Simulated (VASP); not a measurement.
# TiAl3 (I4/mmm) in VASP: further runs

The runs below take TiAl3 through single point, with PBEsol.

All numbers are computed with VASP 6.6.1; they aren't measurements. Logs are shortened: lines on timing, memory, paths and dates and some standing lists are left out, and cuts for length are marked.

## 1. The cell of the first run

Symmetry: I4/mmm, No. 139, tetragonal system. The conventional cell has a = 3.815 Å, b = 3.815 Å, c = 8.553 Å, α = 90.00°, β = 90.00°, γ = 90.00°. Within 3.6 Å of Ti (site symmetry 4/mmm) lie 12 Al at 2.70 to 2.87 Å. Al (site symmetry 4/mmm) has 4 Ti at 2.70 Å and 8 Al at 2.87 Å within 3.6 Å. Within 3.6 Å of Al (site symmetry -4m2) lie 8 Al at 2.70 to 2.87 Å and 4 Ti at 2.87 Å.

## 2. Single point, PBEsol

File INCAR:

```
SYSTEM = TiAl3
ALGO = Fast
EDIFF = 1E-6
ENCUT = 520
GGA = PS
ISIF = 2
ISMEAR = 0
LASPH = .TRUE.
LCHARG = .TRUE.
LELF = .TRUE.
LREAL = .FALSE.
LVHAR = .TRUE.
LWAVE = .FALSE.
NBANDS = 18
NELM = 60
PREC = Accurate
SIGMA = 0.1
```

File KPOINTS:

```
k-points
0
G
  14 14 14
  0 0 0
```

File POSCAR:

```
TiAl3
1.0
   -1.9076728354      1.9076728354      4.2763680487
    1.9076728354     -1.9076728354      4.2763680487
    1.9076728354      1.9076728354     -4.2763680487
Ti Al
1 3
Direct
    0.0000000000      0.0000000000      0.0000000000
    0.5000000000      0.5000000000      0.0000000000
    0.7500000000      0.2500000000      0.5000000000
    0.2500000000      0.7500000000      0.5000000000
```

Potentials or basis: VASP PAW PBE potentials, release 64 (Ti_sv, Al).

Run with:

```bash
$ cat potpaw_PBE.64/Ti_sv/POTCAR potpaw_PBE.64/Al/POTCAR > POTCAR
$ mpirun -np 1 vasp_std > vasp.out
```

OUTCAR:

```text
SYSTEM = TiAl3
   EDIFF = 1E-6
   ENCUT = 520
   GGA = PS
   ISIF = 2
   ISMEAR = 0
   LASPH = .TRUE.
   LREAL = .FALSE.
   NELM = 60
   PREC = Accurate

 ion  position               nearest neighbor table
   1  0.000  0.000  0.000-   2 2.70   2 2.70   2 2.70   2 2.70   4 2.87   3 2.87   4 2.87   4 2.87
                             3 2.87   3 2.87   4 2.87   3 2.87
   2  0.500  0.500  0.000-   1 2.70   1 2.70   1 2.70   1 2.70   4 2.87   3 2.87   4 2.87   3 2.87
                             4 2.87   4 2.87   3 2.87   3 2.87
   3  0.750  0.250  0.500-   4 2.70   4 2.70   4 2.70   4 2.70   2 2.87   1 2.87   2 2.87   1 2.87
                             2 2.87   2 2.87   1 2.87   1 2.87
   4  0.250  0.750  0.500-   3 2.70   3 2.70   3 2.70   3 2.70   2 2.87   1 2.87   2 2.87   2 2.87
                             1 2.87   1 2.87   2 2.87   1 2.87

  LATTYP: Found a body centered tetragonal cell.
 ALAT       =     3.8153456708
 C/A-ratio  =     2.2416674229

  Lattice vectors:

 A1 = (  -1.9076728354,   1.9076728354,   4.2763680487)
 A2 = (   1.9076728354,  -1.9076728354,   4.2763680487)
 A3 = (   1.9076728354,   1.9076728354,  -4.2763680487)

Analysis of symmetry for initial positions (statically):
=====================================================================
 Subroutine PRICEL returns:
 Original cell was already a primitive cell.

 Routine SETGRP: Setting up the symmetry group for a
 body centered tetragonal supercell.

 Subroutine GETGRP returns: Found 16 space group operations
 (whereof 16 operations were pure point group operations)
 out of a pool of 16 trial point group operations.

The static configuration has the point symmetry D_4h.

Analysis of symmetry for dynamics (positions and initial velocities):
=====================================================================
 Subroutine PRICEL returns:
 Original cell was already a primitive cell.

 Routine SETGRP: Setting up the symmetry group for a
 body centered tetragonal supercell.

 Subroutine GETGRP returns: Found 16 space group operations
 (whereof 16 operations were pure point group operations)
 out of a pool of 16 trial point group operations.

The dynamic configuration has the point symmetry D_4h.

 Subroutine INISYM returns: Found 16 space group operations
 (whereof 16 operations are pure point group operations),
 and found     1 'primitive' translations

----------------------------------------------------------------------------------------

                                     Primitive cell

  volume of cell :      62.2505

  direct lattice vectors                    reciprocal lattice vectors
    -1.907672835  1.907672835  4.276368049     0.000000000  0.262099450  0.116921648
     1.907672835 -1.907672835  4.276368049     0.262099450  0.000000000  0.116921648
     1.907672835  1.907672835 -4.276368049     0.262099450  0.262099450  0.000000000

  length of vectors
     5.056258991  5.056258991  5.056258991     0.286996155  0.286996155  0.370664596

  position of ions in fractional coordinates (direct lattice)
     0.000000000  0.000000000  0.000000000
     0.500000000  0.500000000  0.000000000
     0.750000000  0.250000000  0.500000000
     0.250000000  0.750000000  0.500000000

  ion indices of the primitive-cell ions
   primitive index   ion index
                 1           1
                 2           2
                 3           3
                 4           4

----------------------------------------------------------------------------------------

 KPOINTS: k-points

Automatic generation of k-mesh.
 Grid dimensions read from file:
 generate k-points for:   14   14   14

 Generating k-lattice:

  Cartesian coordinates                     Fractional coordinates (reciprocal lattice)
     0.000000000  0.018721389  0.008351546     0.071428571 -0.000000000  0.000000000
     0.018721389  0.000000000  0.008351546    -0.000000000  0.071428571  0.000000000
     0.018721389  0.018721389  0.000000000     0.000000000  0.000000000  0.071428571

  Length of vectors
     0.020499725  0.020499725  0.026476043

  Shift w.r.t. Gamma in fractional coordinates (k-lattice)
     0.000000000  0.000000000  0.000000000

 Subroutine IBZKPT returns following result:
 ===========================================

 Found    244 irreducible k-points:

 Following reciprocal coordinates:
            Coordinates               Weight
  0.000000  0.000000  0.000000      1.000000
  0.071429 -0.000000  0.000000      8.000000
  0.142857 -0.000000  0.000000      8.000000
  0.214286  0.000000  0.000000      8.000000
  0.285714  0.000000  0.000000      8.000000
  0.357143  0.000000  0.000000      8.000000
[... 16 lines left out ...]
  0.214286  0.142857  0.000000     16.000000
  0.285714  0.142857  0.000000     16.000000
 [... further k-points ...]
   k-points           NKPTS =    244   k-points in BZ     NKDIM =    244   number of bands    NBANDS=     18
[... 113 lines left out ...]
      2     -24.2898      2.00000
      3     -24.2775      2.00000
      4     -24.1988      2.00000
      5      -1.2341      2.00000
      6       4.3203      2.00000
[... 10 lines left out ...]
     17      12.5946      0.00000
     18      14.1043      0.00000

 k-point     5 :       0.2857    0.0000    0.0000
  band No.  band energies     occupation
      1     -47.8560      2.00000
      2     -24.2963      2.00000
      3     -24.2771      2.00000
      4     -24.1985      2.00000
      5      -0.7987      2.00000
      6       3.6716      2.00000
[... 10 lines left out ...]
     17      13.1194      0.00000
     18      13.8799      0.00000

 k-point     6 :       0.3571    0.0000    0.0000
  band No.  band energies     occupation
      1     -47.8557      2.00000
      2     -24.3022      2.00000
      3     -24.2767      2.00000
      4     -24.1982      2.00000
      5      -0.2514      2.00000
      6       2.8484      2.00000
[... 10 lines left out ...]
     17      13.1983      0.00000
     18      14.0612      0.00000

 k-point     7 :       0.4286    0.0000    0.0000
  band No.  band energies     occupation
      1     -47.8555      2.00000
      2     -24.3063      2.00000
      3     -24.2765      2.00000
      4     -24.1981      2.00000
      5       0.3937      2.00000
      6       1.9989      2.00000
[... 10 lines left out ...]
     17      12.9636      0.00000
     18      14.4559      0.00000

 k-point     8 :       0.5000    0.0000   -0.0000
  band No.  band energies     occupation
      1     -47.8555      2.00000
      2     -24.3077      2.00000
      3     -24.2764      2.00000
      4     -24.1980      2.00000
      5       0.9834      2.00000
      6       1.3362      2.00000
[... 10 lines left out ...]
     17      12.9342      0.00000
     18      14.0610      0.00000
[... 229 lines left out ...]
     17      12.7326      0.00000
     18      13.7542      0.00000

 k-point    20 :      -0.1429    0.0714    0.0000
  band No.  band energies     occupation
      1     -47.8566      2.00000
      2     -24.2837      2.00000
      3     -24.2794      2.00000
      4     -24.1989      2.00000
      5      -1.5283      2.00000
      6       5.1726      2.00000
[... 10 lines left out ...]
     17      12.5511      0.00000
     18      13.4881      0.00000

 k-point    21 :      -0.0714    0.0714    0.0000
  band No.  band energies     occupation
      1     -47.8568      2.00000
      2     -24.2798      2.00000
      3     -24.2795      2.00000
      4     -24.1991      2.00000
      5      -1.6988      2.00000
      6       5.5509      2.00000
[... 10 lines left out ...]
     17      12.3962      0.00000
     18      12.7020      0.00000

 k-point    22 :       0.1429    0.1429    0.0000
  band No.  band energies     occupation
      1     -47.8564      2.00000
      2     -24.2838      2.00000
      3     -24.2831      2.00000
      4     -24.1990      2.00000
      5      -1.2157      2.00000
      6       4.0962      2.00000
[... 10 lines left out ...]
     17      13.3311      0.00000
     18      13.4530      0.00000

 k-point    23 :       0.2143    0.1429    0.0000
  band No.  band energies     occupation
      1     -47.8561      2.00000
      2     -24.2893      2.00000
      3     -24.2829      2.00000
      4     -24.1988      2.00000
      5      -0.8651      2.00000
      6       3.8203      2.00000
[... 10 lines left out ...]
     17      13.0379      0.00000
     18      14.0263      0.00000

 k-point    24 :       0.2857    0.1429    0.0000
  band No.  band energies     occupation
      1     -47.8558      2.00000
      2     -24.2957      2.00000
      3     -24.2824      2.00000
      4     -24.1984      2.00000
      5      -0.3996      2.00000
      6       3.4258      2.00000
[... 10 lines left out ...]
     17      13.1708      0.00000
     18      14.2266      0.00000

 [... further k-points ...]

------------------------ aborting loop because EDIFF is reached ----------------------------------------

  FORCE on cell =-STRESS in cart. coord.  units (eV):
  Direction    XX          YY          ZZ          XY          YZ          ZX
  --------------------------------------------------------------------------------------
  -------------------------------------------------------------------------------------
  Total        0.0324519      0.0324519      0.0150023      0.0000000      0.0000000      0.0000000
  in kB        0.8352336      0.8352336      0.3861228      0.0000000      0.0000000      0.0000000
  external PRESSURE =       0.6855300 kB  Pullay stress =       0.0000000 kB

 VOLUME and BASIS-vectors are now :
 -----------------------------------------------------------------------------
  energy-cutoff  :      520.00
  volume of cell :       62.25
      direct lattice vectors                 reciprocal lattice vectors
    -1.907672835  1.907672835  4.276368049     0.000000000  0.262099450  0.116921648
     1.907672835 -1.907672835  4.276368049     0.262099450  0.000000000  0.116921648
     1.907672835  1.907672835 -4.276368049     0.262099450  0.262099450  0.000000000

 POSITION                                       TOTAL-FORCE (eV/Angst)
 -----------------------------------------------------------------------------------
      0.00000      0.00000      0.00000        -0.000000     -0.000000     -0.000000
      0.00000      0.00000      4.27637        -0.000000     -0.000000     -0.000000
     -0.00000      1.90767      2.13818         0.000000     -0.000000     -0.000000
      1.90767     -0.00000      2.13818        -0.000000      0.000000      0.000000
 -----------------------------------------------------------------------------------
    total drift:                               -0.000000     -0.000000     -0.000000

  FREE ENERGIE OF THE ION-ELECTRON SYSTEM (eV)
  ---------------------------------------------------
  free  energy   TOTEN  =       -22.2320753807 eV

  energy  without entropy=      -22.2232095246  energy(sigma->0) =      -22.22764245
```

Wall time 6.5 min (1 thread of Intel Xeon 6975P-C (Granite Rapids), shared host); peak memory 0.43 GiB.

What came out:

| Property | Result |
| --- | --- |
| Free energy | -22.2321 eV |
| Pressure | 0.1 GPa |
| Band gap on the k mesh | zero (an odd number of electrons rules out a gap without spin polarisation) |

Caveat: the PAW data sets were made with another functional, which shifts forces and pressure a little.

## 3. Single point, PBEsol

File INCAR:

```
SYSTEM = TiAl3
PREC     = Accurate       ! precision mode
ENCUT    = 520            ! plane-wave cutoff, eV
EDIFF    = 1E-6           ! SCF threshold, eV
ISMEAR   = -1             ! smearing method
SIGMA    = 0.15           ! smearing width, eV
LREAL    = .FALSE.        ! projectors in reciprocal space
LASPH    = .TRUE.         ! aspherical terms in the spheres
NELM     = 60             ! most SCF steps
ALGO     = Fast           ! electronic algorithm
ISIF     = 2              ! what is computed and relaxed
LWAVE    = .FALSE.        ! write WAVECAR
LCHARG   = .FALSE.        ! write CHGCAR
GGA      = PS             ! functional
NBANDS   = 18             ! bands
```

File KPOINTS:

```
Automatic mesh
0
G
  16 16 16
  0 0 0
```

File POSCAR:

```
TiAl3
1.0
   -1.9108940995      1.9108940995      4.2667047846
    1.9108940995     -1.9108940995      4.2667047846
    1.9108940995      1.9108940995     -4.2667047846
Ti Al
1 3
Direct
    0.0000000000      0.0000000000      0.0000000000
    0.5000000000      0.5000000000      0.0000000000
    0.7500000000      0.2500000000      0.5000000000
    0.2500000000      0.7500000000      0.5000000000
```

Potentials or basis: VASP PAW PBE potentials, release 64 (Ti_sv, Al).

Run with:

```bash
$ cat potpaw_PBE.64/Ti_sv/POTCAR potpaw_PBE.64/Al/POTCAR > POTCAR
$ mpirun -np 1 vasp_std > vasp.out
```

Wall time 9.9 min (1 thread of Intel Xeon 6975P-C (Granite Rapids), shared host); peak memory 0.52 GiB.

Results (log left out):

```
Free energy            : -22.2931 eV
Pressure               : 0.1 GPa
Band gap on the k mesh : zero (an odd number of electrons rules out a gap without spin polarisation)
```

Levels at points of the mesh, in eV from the Fermi level:
| k point | band 9 | band 10 | band 11 | band 12 | band 13 | band 14 |
| --- | --- | --- | --- | --- | --- | --- |
| (0.00, 0.00, 0.00) | -1.28 | -1.28 | 0.82 | 1.71 | 1.71 | 2.19 |
| (0.50, 0.00, 0.00) | -1.10 | -0.29 | 0.47 | 1.78 | 2.05 | 2.72 |
| (0.50, 0.50, 0.00) | -2.75 | -2.24 | -1.02 | 1.75 | 1.92 | 2.69 |
| (0.50, 0.50, 0.50) | -0.97 | -0.28 | 0.68 | 0.68 | 0.94 | 3.04 |

Caveat: the PAW data sets were made with another functional, which shifts forces and pressure a little.

## 4. Single point, PBEsol

This run uses another cell than the first one, of 15.63 Å³/atom.

File INCAR:

```
  PREC = Accurate
  ENCUT = 520
  EDIFF = 1E-6
  ISMEAR = 0
  SIGMA = 0.1
  LREAL = False
  LASPH = True
  NELM = 80
  ALGO = Normal
  ISIF = 2
  LWAVE = False
  LCHARG = False
  GGA = PS
  NBANDS = 18
```

File KPOINTS:

```
regular mesh
0
Gamma
  6 6 6
```

File POSCAR:

```
TiAl3
1.0
   -1.9111067700      1.9111067700      4.2806687900
    1.9111067700     -1.9111067700      4.2806687900
    1.9111067700      1.9111067700     -4.2806687900
Ti Al
1 3
Direct
    0.0000000000      0.0000000000      0.0000000000
    0.5000000000      0.5000000000      0.0000000000
    0.7500000000      0.2500000000      0.5000000000
    0.2500000000      0.7500000000      0.5000000000
```

Run with:

```bash
$ cat potpaw_PBE.64/Ti_sv/POTCAR potpaw_PBE.64/Al/POTCAR > POTCAR
$ mpirun -np 1 vasp_std > vasp.out
```

Wall time 50 s (1 thread of Intel Xeon Platinum 8259CL at 2.50GHz (Skylake/Cascade Lake), shared host); peak memory 0.24 GiB.

It converged, with:

* Free energy: -22.2368 eV
* Pressure: -0.4 GPa
* Band gap on the k mesh: zero (an odd number of electrons rules out a gap without spin polarisation)

Stress tensor (GPa, compression positive):
```
-0.48  0.00  0.00
 0.00 -0.48  0.00
 0.00  0.00 -0.21
```

Levels at points of the mesh, in eV from the Fermi level:
| k point | band 8 | band 9 | band 10 | band 11 | band 12 | band 13 | band 14 | band 15 |
| --- | --- | --- | --- | --- | --- | --- | --- | --- |
| (0.00, 0.00, 0.00) | -1.45 | -1.24 | -1.24 | 0.82 | 1.74 | 1.74 | 2.23 | 2.48 |
| (0.50, 0.00, 0.00) | -2.95 | -1.08 | -0.28 | 0.49 | 1.79 | 2.10 | 2.72 | 3.16 |
| (0.50, 0.50, 0.00) | -3.77 | -2.72 | -2.22 | -1.01 | 1.76 | 1.92 | 2.69 | 2.83 |
| (0.50, 0.50, 0.50) | -0.92 | -0.92 | -0.25 | 0.69 | 0.69 | 0.94 | 3.06 | 4.77 |

Caveat: the PAW data sets were made with another functional, which shifts forces and pressure a little.

## 5. Single point, PBEsol

File INCAR:

```
SYSTEM = TiAl3
ALGO = Fast
EDIFF = 1E-6
ENCUT = 520
GGA = PS
ISIF = 2
ISMEAR = 0
LASPH = .TRUE.
LCHARG = .TRUE.
LELF = .TRUE.
LREAL = .FALSE.
LVHAR = .TRUE.
LWAVE = .FALSE.
NBANDS = 18
NELM = 60
PREC = Accurate
SIGMA = 0.1
```

File KPOINTS:

```
k-points
0
G
  14 14 14
  0 0 0
```

File POSCAR:

```
TiAl3
1.0
   -1.9076728352      1.9076728352      4.2763680488
    1.9076728352     -1.9076728352      4.2763680488
    1.9076728352      1.9076728352     -4.2763680488
Ti Al
1 3
Direct
    0.0000000000      0.0000000000      0.0000000000
    0.5000000000      0.5000000000      0.0000000000
    0.7500000000      0.2500000000      0.5000000000
    0.2500000000      0.7500000000      0.5000000000
```

Run with:

```bash
$ cat potpaw_PBE.64/Ti_sv/POTCAR potpaw_PBE.64/Al/POTCAR > POTCAR
$ mpirun -np 1 vasp_std > vasp.out
```

Wall time 19 min (1 thread of Intel Xeon Platinum 8259CL at 2.50GHz (Skylake/Cascade Lake), shared host); peak memory 0.43 GiB.

It converged, with:

```
Free energy            : -22.2321 eV
Pressure               : 0.1 GPa
Band gap on the k mesh : zero (an odd number of electrons rules out a gap without spin polarisation)
```

Levels at points of the mesh, in eV from the Fermi level:
| k point | band 7 | band 8 | band 9 | band 10 | band 11 | band 12 | band 13 | band 14 | band 15 | band 16 |
| --- | --- | --- | --- | --- | --- | --- | --- | --- | --- | --- |
| (0.00, 0.00, 0.00) | -2.64 | -1.44 | -1.24 | -1.24 | 0.84 | 1.77 | 1.77 | 2.23 | 2.52 | 3.85 |
| (0.50, 0.00, 0.00) | -3.64 | -2.95 | -1.06 | -0.28 | 0.51 | 1.82 | 2.11 | 2.74 | 3.18 | 4.54 |
| (0.50, 0.50, 0.00) | -4.39 | -3.78 | -2.71 | -2.22 | -1.00 | 1.78 | 1.96 | 2.70 | 2.86 | 3.24 |
| (0.50, 0.50, 0.50) | -2.02 | -0.91 | -0.91 | -0.25 | 0.70 | 0.70 | 0.96 | 3.07 | 4.82 | 6.15 |

Caveat: the PAW data sets were made with another functional, which shifts forces and pressure a little.

## 6. Overview

```csv
cell,k mesh,smearing,gap on the mesh (eV),pressure (GPa)
"a = 5.056 Å, angles 135.7, 135.7, 64.5°, 4 atoms",14 × 14 × 14,gaussian 0.1 eV,none,0.1
"a = 5.051 Å, angles 135.5, 135.5, 64.7°, 4 atoms",16 × 16 × 16,fermi-dirac 0.15 eV,none,0.1
"a = 5.062 Å, angles 135.6, 135.6, 64.5°, 4 atoms",6 × 6 × 6,gaussian 0.1 eV,none,-0.4
```

Alike in all rows: task single point; level PBEsol; potentials or basis VASP PAW PBE potentials, release 64 (Ti_sv, Al); no spin polarisation; cutoff (eV) 520.

Caveats: the PAW data sets were made with another functional, which shifts forces and pressure a little.

Absolute energies hang on the potentials; compare differences alone.
